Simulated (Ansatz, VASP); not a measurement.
# One calculation of Mo, two programs

```
Mo
1.0
     2.73419    0.00000    0.00000
    -1.36709    2.36787    0.00000
     0.00000    0.00000    4.82292
Mo
2
Direct
  0.33333 0.66667 0.25000
  0.66667 0.33333 0.75000
```

Alike in both runs: functional PBEsol; k mesh 13 × 13 × 7; occupations fermi-dirac, width 0.1 eV; no spin polarisation.

Ansatz relaxed the structure, and its values are those at the end. VASP's run is a single point on that final structure, the one shown.

```csv
,VASP,Ansatz
version,VASP 6.6.1,Ansatz 0.2.0
potentials or method,"VASP PAW PBE potentials, release 64 (Mo_sv), cutoff 520 eV","plane waves (420 eV) with PAW, scalar-relativistic"
valence electrons in the cell,28,28
```

```tsv
	VASP	Ansatz	Ansatz less VASP
pressure (GPa)	0.5	0.0	-0.50
```

VASP's potentials were made for PBE, not for PBEsol, and Ansatz warns of the same on its side.
